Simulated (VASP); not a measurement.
# Al27H (a cell with a defect) in VASP: single point with PBE

Aim: the single point of Al27H (a cell with a defect) with PBE.

All numbers are computed with VASP 6.6.1; they aren't measurements. Logs are shortened: lines on timing, memory, paths and dates and some standing lists are left out, and cuts for length are marked.

## Step 1: The cell of the first run

The cell holds a defect, 28 atoms: a = 8.573 Å, b = 8.573 Å, c = 8.573 Å, α = 60.00°, β = 60.00°, γ = 60.00°.

## Step 2: Single point, PBE (with an interstitial atom, then relaxed in part)

Contents of INCAR:

```
SYSTEM = Al27H
  PREC = Accurate
  ENCUT = 520
  EDIFF = 1E-6
  ISMEAR = 0
  SIGMA = 0.1
  LREAL = Auto
  LASPH = .True.
  NELM = 80
  ALGO = Normal
  ISIF = 2
  LWAVE = .False.
  LCHARG = .False.
  GGA = PE
  NBANDS = 61
```

Contents of KPOINTS:

```
Automatic mesh
0
Gamma
  3 3 3
  0 0 0
```

Contents of POSCAR:

```
Al27H
1.0
    0.0000000000      6.0621852160     -6.0621852160
    6.0621852160      6.0621852160      0.0000000000
    6.0621852160      0.0000000000     -6.0621852160
Al H
27 1
Direct
    0.6675170169     -0.0013695422      0.6666843148
    0.6675195139      0.3341621573      0.6666792668
    0.6644117075      0.6695396460      0.6635274279
    0.3336381435      1.0002800022      0.6669773523
    0.3319859203      0.3341602289      0.6666851224
    0.3336378387      0.6661036815      0.6669768404
   -0.0005386601      0.0002797963      0.6669770147
    0.0028975228      0.3310544713      0.6635285933
    0.0028587434      0.6694989122      0.6635625534
    0.6678179818      1.0003173393      0.3327651832
    0.6675397078      0.3341819014      0.3310969533
    0.6678156068      0.6661006676      0.3327881261
    0.3336482965      0.0002895196      0.3327818984
    0.3336755967      0.3344597111      0.3327646108
    0.3336545166      0.6661059663      0.3327849532
   -0.0005362690      0.0002952164      0.3327864163
   -0.0005409628      0.3344573800      0.3327890143
   -0.0002593562      0.6663827273      0.3344888087
    0.6678298057      0.0002995361     -0.0013891209
    0.6644901705      0.3311309214      0.0019360470
    0.6644273386      0.6695196301      0.0020003202
    0.3336376007      0.0002775372     -0.0013828052
    0.3336584577      0.3344715098     -0.0013885094
    0.3353012632      0.6663925850     -0.0010842120
   -0.0002484513      0.0019402643     -0.0010829666
    0.0028817086      0.3310651653      0.0020034460
   -0.0002455850      0.6663962115     -0.0010709184
    0.8337558341      0.5003976025      0.8327264403
```

Potentials or basis: VASP PAW PBE potentials, release 64 (Al, H).

Command:

```
$ cat potpaw_PBE.64/Al/POTCAR potpaw_PBE.64/H/POTCAR > POTCAR
$ mpirun -np 1 vasp_std > vasp.out
```

OUTCAR:

```text
SYSTEM = Al27H
   PREC = Accurate
   ENCUT = 520
   EDIFF = 1E-6
   ISMEAR = 0
   LREAL = Auto
   LASPH = .True.
   NELM = 80
   ISIF = 2
   GGA = PE

 ion  position               nearest neighbor table
   1  0.668  0.999  0.667-  21 2.85   3 2.85   9 2.85  22 2.85   4 2.85   7 2.85  19 2.85  16 2.85
                            10 2.85   2 2.88   5 2.88  11 2.88
   2  0.668  0.334  0.667-  20 2.85   3 2.85   8 2.85  23 2.85  19 2.85   6 2.85   7 2.85  12 2.85
                            17 2.85   1 2.88   5 2.88  11 2.88
   3  0.664  0.670  0.664-  28 2.05  12 2.84   4 2.84   6 2.84  10 2.84  18 2.85   1 2.85   2 2.85
                            24 2.85  20 2.90   9 2.90  21 2.90   8 2.90
   4  0.334  0.000  0.667-   3 2.84   8 2.84  22 2.84   1 2.85   5 2.85  24 2.85  25 2.85   6 2.86
                             7 2.86  13 2.87  10 2.87  14 2.87
   5  0.332  0.334  0.667-  26 2.85   8 2.85   9 2.85  22 2.85   4 2.85   6 2.85  23 2.85  15 2.85
                            14 2.85   1 2.88   2 2.88  11 2.88
   6  0.334  0.666  0.667-   3 2.84   9 2.84  23 2.84   2 2.85  24 2.85   5 2.85  27 2.85   7 2.86
                             4 2.86  15 2.87  12 2.87  13 2.87
   7  0.999  0.000  0.667-   8 2.84   9 2.84  19 2.84   2 2.85   1 2.85  25 2.85  27 2.85   6 2.86
                             4 2.86  16 2.87  17 2.87  13 2.87
   8  0.003  0.331  0.664-  28 2.05  17 2.84   4 2.84   7 2.84  14 2.84  18 2.85   5 2.85   2 2.85
                            25 2.85  20 2.90   9 2.90  26 2.90   3 2.90
   9  0.003  0.669  0.664-  28 2.05  16 2.84  15 2.84   6 2.84   7 2.84  18 2.85   5 2.85   1 2.85
[... 22 lines left out ...]
                             2 2.85  21 2.90  26 2.90   8 2.90   3 2.90
  21  0.664  0.670  0.002-  28 2.05  12 2.84  22 2.84  15 2.84  19 2.84   1 2.85  11 2.85  27 2.85
                            24 2.85  20 2.90   9 2.90  26 2.90   3 2.90
  22  0.334  0.000  0.999-  26 2.84  21 2.84   4 2.84  24 2.85  25 2.85   1 2.85   5 2.85  15 2.86
                            16 2.86  13 2.86  19 2.87  23 2.87
  23  0.334  0.334  0.999-  26 2.84  20 2.84   6 2.84  24 2.85   2 2.85  27 2.85   5 2.85  14 2.86
                            19 2.86  13 2.86  17 2.87  22 2.87
  24  0.335  0.666  0.999-  20 2.85  21 2.85   3 2.85  14 2.85  23 2.85  15 2.85  22 2.85   4 2.85
                             6 2.85  27 2.88  25 2.88  18 2.88
  25  1.000  0.002  0.999-  20 2.85  26 2.85   8 2.85  10 2.85  19 2.85  16 2.85  22 2.85   4 2.85
                             7 2.85  27 2.88  24 2.88  18 2.88
  26  0.003  0.331  0.002-  28 2.05  17 2.84  22 2.84  16 2.84  23 2.84   5 2.85  11 2.85  27 2.85
                            25 2.85  20 2.90   9 2.90  21 2.90   8 2.90
  27  1.000  0.666  0.999-  21 2.85  26 2.85   9 2.85  12 2.85  17 2.85  19 2.85  23 2.85   7 2.85
                             6 2.85  25 2.88  24 2.88  18 2.88
  28  0.834  0.500  0.833-   9 2.05  21 2.05  26 2.05  20 2.05   8 2.05   3 2.05

  LATTYP: Found a face centered cubic cell.
 ALAT       =    12.1243704320

  Lattice vectors:

 A1 = (   0.0000000000,   6.0621852160,  -6.0621852160)
 A2 = (   6.0621852160,   6.0621852160,   0.0000000000)
 A3 = (   6.0621852160,   0.0000000000,  -6.0621852160)

Analysis of symmetry for initial positions (statically):
=====================================================================
 Subroutine PRICEL returns:
 Original cell was already a primitive cell.

 Routine SETGRP: Setting up the symmetry group for a
 face centered cubic supercell.

 Subroutine GETGRP returns: Found  2 space group operations
 (whereof  1 operations were pure point group operations)
 out of a pool of 48 trial point group operations.

The static configuration has the point symmetry C_1 .
 The point group associated with its full space group is C_1h.

Analysis of symmetry for dynamics (positions and initial velocities):
=====================================================================
 Subroutine PRICEL returns:
 Original cell was already a primitive cell.

 Routine SETGRP: Setting up the symmetry group for a
 face centered cubic supercell.

 Subroutine GETGRP returns: Found  2 space group operations
 (whereof  1 operations were pure point group operations)
 out of a pool of 48 trial point group operations.

The dynamic configuration has the point symmetry C_1 .
 The point group associated with its full space group is C_1h.

 Subroutine INISYM returns: Found  2 space group operations
 (whereof  1 operations are pure point group operations),
 and found     1 'primitive' translations

----------------------------------------------------------------------------------------

                                     Primitive cell

  volume of cell :     445.5717

  direct lattice vectors                    reciprocal lattice vectors
     0.000000000  6.062185216 -6.062185216    -0.082478509  0.082478509 -0.082478509
     6.062185216  6.062185216  0.000000000     0.082478509  0.082478509  0.082478509
[... 81 lines left out ...]
  Length of vectors
     0.047618990  0.047618990  0.047618990

  Shift w.r.t. Gamma in fractional coordinates (k-lattice)
     0.000000000  0.000000000  0.000000000

 Subroutine IBZKPT returns following result:
 ===========================================

 Found     10 irreducible k-points:

 Following reciprocal coordinates:
            Coordinates               Weight
  0.000000  0.000000  0.000000      1.000000
  0.333333  0.000000  0.000000      4.000000
  0.000000  0.000000  0.333333      2.000000
  0.333333  0.333333  0.333333      2.000000
  0.333333  0.333333  0.000000      2.000000
  0.000000  0.333333  0.333333      4.000000
 -0.333333  0.333333  0.000000      2.000000
  0.000000 -0.333333  0.333333      4.000000
  0.333333  0.333333 -0.333333      2.000000
 -0.333333  0.333333 -0.333333      4.000000
   k-points           NKPTS =     10   k-points in BZ     NKDIM =     10   number of bands    NBANDS=     61
   number of dos      NEDOS =    301   number of ions     NIONS =     28
   total plane-waves  NPLWV = 262144
   dimension x,y,z NGX =    64 NGY =   64 NGZ =   64
   dimension x,y,z NGXF=   128 NGYF=  128 NGZF=  128
   ions per type =              27   1
   NGX,Y,Z   is equivalent  to a cutoff of  12.41, 12.41, 12.41 a.u.
   NGXF,Y,Z  is equivalent  to a cutoff of  24.82, 24.82, 24.82 a.u.
 SYSTEM =  Al27H
   PREC   = accura    normal or accurate (medium, high low for compatibility)
   ISTART =      0    job   : 0-new  1-cont  2-samecut
   ICHARG =      2    charge: 1-file 2-atom 10-const
   ISPIN  =      1    spin polarized calculation?
   LNONCOLLINEAR =      F non collinear calculations
   LSORBIT =      F    spin-orbit coupling
   LASPH  =      T    aspherical Exc in radial PAW
   ENCUT  =  520.0 eV  38.22 Ry    6.18 a.u.  15.94 15.94 15.94*2*pi/ulx,y,z
   NELM   =     80;   NELMIN=  2; NELMDL= -5     # of ELM steps
   EDIFF  = 0.1E-05   stopping-criterion for ELM
   LREAL  =      T    real-space projection
   EDIFFG = 0.1E-04   stopping-criterion for IOM
   NSW    =      0    number of steps for IOM
   IBRION =     -1    ionic relax: 0-MD 1-quasi-New 2-CG
   NFREE  =      0    steps in history (QN), initial steepest desc. (CG)
   ISIF   =      2    stress and relaxation
   ISYM   =      2    0-nonsym 1-usesym 2-fastsym
   POTIM  = 0.5000    time-step for ionic-motion
   TEBEG  =    0.0;   TEEND  =   0.0 temperature during run
   PSTRESS=    0.0 pullay stress
   NELECT =      82.0000    total number of electrons
   NUPDOWN=      -1.0000    fix difference up-down
   EMIN   =  10.00;   EMAX   =-10.00  energy-range for DOS
   EFERMI =   0.00;   METHOD = LEGACY
   ISMEAR =     0;   SIGMA  =   0.10  broadening in eV -4-tet -1-fermi 0-gaus
   EFERMI_NEDOS =   21; number of points for ismear=-14 and -15
   IALGO  =     38    algorithm
   IMIX   =      4    mixing-type and parameters
     AMIX     =   0.40;   BMIX     =  1.00
     AMIX_MAG =   1.60;   BMIX_MAG =  1.00
  volume/ion in A,a.u.               =      15.91       107.39
  Fermi-wavevector in a.u.,A,eV,Ry     =   0.931194  1.759702 11.797919  0.867123
  Thomas-Fermi vector in A             =   2.057662
   LORBIT       =      0    0 simple, 1 ext, 2 COOP (PROOUT), +10 PAW based schemes
   GGA     = PE    functional components
   LHFCALC =     F    Hartree Fock is set to
   AEXX    =    0.0000 exact exchange contribution
   IVDW    =     0    specifies the selected vdW correction
   LEPSILON=     F    determine dielectric tensor
   LRPA    =     F    only Hartree local field effects (RPA)
 non-spin polarized calculation
 Gauss-broadening in eV      SIGMA  =   0.10
  energy-cutoff  :      520.00
  volume of cell :      445.57
 maximum number of plane-waves:     12039
   NGX = 31   NGY = 31   NGZ = 31

 number of electron      82.0000000 magnetization

 Free energy of the ion-electron system (eV)
  ---------------------------------------------------
  ext. energy  EPLUGINS =         0.00000000
  ---------------------------------------------------
  free energy    TOTEN  =      -103.03224827 eV

  energy without entropy =     -102.94915555  energy(sigma->0) =     -102.99070191

 E-fermi :   7.9978     XC(G=0): -10.2227

 val. band max:        7.9939445603   @ k =   0.0000  -0.3333   0.3333
 cond. band min:       8.0217426654   @ k =  -0.3333   0.3333   0.0000
 fundamental gap:      0.0277981051
 Fermi energy:         7.9977689400

 k-point     1 :       0.0000    0.0000    0.0000
  band No.  band energies     occupation
      1      -3.2906      2.00000
      2      -1.3102      2.00000
      3      -0.1534      2.00000
      4      -0.1533      2.00000
      5      -0.1530      2.00000
      6      -0.1246      2.00000
[... 549 lines left out ...]
     52       9.8646      0.00000
     53      10.1835      0.00000
 [bands above 53 left out]

------------------------ aborting loop because EDIFF is reached ----------------------------------------

  FORCE on cell =-STRESS in cart. coord.  units (eV):
  Direction    XX          YY          ZZ          XY          YZ          ZX
  --------------------------------------------------------------------------------------
  -------------------------------------------------------------------------------------
  Total        2.0154530      2.0126201      2.0154530      0.0004732     -0.0004732     -0.0022301
  in kB        7.2471236      7.2369371      7.2471236      0.0017017     -0.0017017     -0.0080190
  external PRESSURE =       7.2437281 kB  Pullay stress =       0.0000000 kB

 VOLUME and BASIS-vectors are now :
 -----------------------------------------------------------------------------
  energy-cutoff  :      520.00
  volume of cell :      445.57
      direct lattice vectors                 reciprocal lattice vectors
     0.000000000  6.062185216 -6.062185216    -0.082478509  0.082478509 -0.082478509
     6.062185216  6.062185216  0.000000000     0.082478509  0.082478509  0.082478509
     6.062185216  0.000000000 -6.062185216     0.082478509 -0.082478509 -0.082478509

 POSITION                                       TOTAL-FORCE (eV/Angst)
 -----------------------------------------------------------------------------------
     10.09545     10.10049     -8.08818        -0.000828     -0.001958     -0.000595
      6.06729      6.07238     -8.08816         0.000773     -0.000109     -0.000773
      8.08130      8.08666     -8.05021         0.001053      0.000303     -0.000921
      4.04504      2.02427     -6.06592        -0.000480     -0.000616      0.000480
      6.06731      4.03830     -6.05413         0.000595     -0.001958      0.000828
      8.08138      6.06062     -6.06591         0.003104     -0.000238      0.000487
[... 20 lines left out ...]
     10.09551     10.10051    -12.11639        -0.000168      0.000155      0.000168
      8.08164      8.08789    -10.10252        -0.000306     -0.000190      0.000306
 -----------------------------------------------------------------------------------
    total drift:                                0.002166     -0.002806     -0.003705

  FREE ENERGIE OF THE ION-ELECTRON SYSTEM (eV)
  ---------------------------------------------------
  free  energy   TOTEN  =      -103.0322482724 eV

  energy  without entropy=     -102.9491555538  energy(sigma->0) =     -102.99070191
```

Wall time 6.3 min (1 thread of Intel Xeon Platinum 8175M at 2.50GHz (Skylake/Cascade Lake), shared host); peak memory 0.61 GiB.

What came out:

| Property | Result |
| --- | --- |
| Free energy | -103.0322 eV |
| Pressure | 0.7 GPa |
| Largest force | 0.004 eV/Å |
| Band gap on the k mesh | zero (bands 41 and 42 overlap by 0.82 eV) |

Forces on the atoms (eV/Å):
```
Al  -0.001 -0.002 -0.001
Al   0.001  0.000 -0.001
Al   0.001  0.000 -0.001
Al   0.000 -0.001  0.000
Al   0.001 -0.002  0.001
Al   0.003  0.000  0.000
Al   0.000  0.000 -0.003
Al   0.001  0.000 -0.001
Al  -0.001  0.002  0.001
Al  -0.001 -0.001  0.000
Al  -0.001 -0.001  0.001
Al   0.000  0.003  0.001
Al   0.000  0.002  0.000
Al   0.000 -0.001  0.001
Al   0.000 -0.001  0.003
Al  -0.003 -0.001  0.000
Al  -0.001  0.003  0.000
Al   0.000  0.001  0.000
Al   0.000 -0.001 -0.002
Al   0.001 -0.004 -0.001
Al   0.000  0.001  0.001
Al   0.000 -0.001  0.000
Al   0.002 -0.001  0.000
Al   0.001  0.001  0.001
Al  -0.001  0.001 -0.001
Al  -0.001  0.001  0.000
Al   0.000  0.000  0.000
H    0.000  0.000  0.000
```

Levels at points of the mesh, in eV from the Fermi level:
```tsv
k point	band 39	band 40	band 41	band 42	band 43	band 44
(0.00, 0.00, 0.00)	-1.03	-0.98	0.37	0.37	0.37	0.39
```

Caveat: the cell differs from its parent crystal (with an interstitial atom, then relaxed in part).
